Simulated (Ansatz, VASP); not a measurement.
Two plane-wave programs on InSb3

The input INCAR:

```
SYSTEM = InSb3
PREC = Accurate
ENCUT = 520
EDIFF = 1E-6
ISMEAR = 0
SIGMA = 0.15
LREAL = .FALSE.
LASPH = .TRUE.
NELM = 80
ALGO = Normal
ISIF = 2
LWAVE = .FALSE.
LCHARG = .TRUE.
GGA = PS
LELF = .TRUE.
LVHAR = .TRUE.
NBANDS = 22
```

The input KPOINTS:

```
regular mesh
0
G
  10 10 10
  0 0 0
```

File POSCAR:

```
InSb3
1.0
    4.7284623064      0.0000000000      0.0000000000
    0.0000000000      4.7284623064      0.0000000000
    0.0000000000      0.0000000000      4.7284623064
In Sb
1 3
Direct
    0.0000000000      0.0000000000      0.0000000000
    0.5000000000      0.0000000000      0.5000000000
    0.0000000000      0.5000000000      0.5000000000
    0.5000000000      0.5000000000      0.0000000000
```

Input for Ansatz:

```yaml
crystal:
  lattice:
    - [4.7284623064, 0.0, 0.0]
    - [0.0, 4.7284623064, 0.0]
    - [0.0, 0.0, 4.7284623064]
  atoms:
    - { symbol: In, position: [0.0, 0.0, 0.0] }
    - { symbol: Sb, position: [0.5, 0.0, 0.5] }
    - { symbol: Sb, position: [0.0, 0.5, 0.5] }
    - { symbol: Sb, position: [0.5, 0.5, 0.0] }
basis:
  ecutwfc: 420
kpoints:
  mp_grid: { grid: [10, 10, 10] }
hamiltonian:
  xc: pbesol
  pseudopotentials: { kind: paw, azcp: { folder: soft_1 } }
scf:
  occupations: { method: gaussian, width: 0.15 }
output:
  forces: true
  stress: true
  eigenvalues: true
  write_density: true
  write_potential: true
  elf: true
  volumetric_format: npy
```

Alike in both runs: task single point; functional PBEsol; k mesh 10 × 10 × 10; occupations gaussian, width 0.15 eV; no spin polarisation.

|  | VASP | Ansatz |
| --- | --- | --- |
| version | VASP 6.6.1 | Ansatz 0.2.0 |
| potentials or method | VASP PAW PBE potentials, release 64 (In_d, Sb), cutoff 520 eV | scalar-relativistic, plane waves, PAW |
| valence electrons in the cell | 28 | 58 |

|  | VASP | Ansatz | Ansatz less VASP |
| --- | --- | --- | --- |
| gap on the k mesh at the Fermi level (eV) | none | none | - |
| pressure (GPa) | 0.0 | 0.0 | -0.01 |

VASP's potentials were made for PBE, not for PBEsol, and Ansatz warns of the same on its side. A gap of «none» marks a metal or a gap that the smearing closes. VASP's potentials hold 28 valence electrons a cell and Ansatz's 58, so a difference there can come from the potentials and not from the codes.

Spin-orbit coupling is off throughout.
